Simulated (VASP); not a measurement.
A run of VASP 6.6.1:

The input INCAR:

```
ALGO = Normal
EDIFF = 1E-7
EDIFFG = -0.01
ENCUT = 600
GGA = PE
IBRION = 2
ISIF = 3
ISMEAR = -1
LASPH = T
LCHARG = F
LREAL = F
LWAVE = F
NELM = 100
NSW = 60
PREC = Accurate
SIGMA = 0.05
```

KPOINTS

```
k-points
0
Gamma
  7 5 5
```

File POSCAR:

```
W
1.0
    2.8096620000      0.0000000000      0.0000000000
    0.0000000000      4.8638700000      0.0000000000
    0.0000000000      0.0000000000      4.9236950000
W
4
Direct
    0.7931720000      0.9368430000      0.7500000000
    0.2068280000      0.4368430000      0.7500000000
    0.2068280000      0.0631570000      0.2500000000
    0.7931720000      0.5631570000      0.2500000000
```

Potentials or basis: VASP PAW PBE potentials, release 64 (W_sv).

The run is started by

```console
$ cat potpaw_PBE.64/W_sv/POTCAR > POTCAR
$ mpirun -np 1 vasp_std > vasp.out
```

Hardware: 1 thread of Intel(R) Xeon(R) Platinum 8488C (Sapphire Rapids), with other jobs on the host.

Problem. How long does it take, and how much memory?

Solution. Run time: 21 min on 1 thread of Intel(R) Xeon(R) Platinum 8488C (Sapphire Rapids) (shared host), peak memory 0.26 GiB. Counts: scf iterations 354, k points 36, ion steps 45.
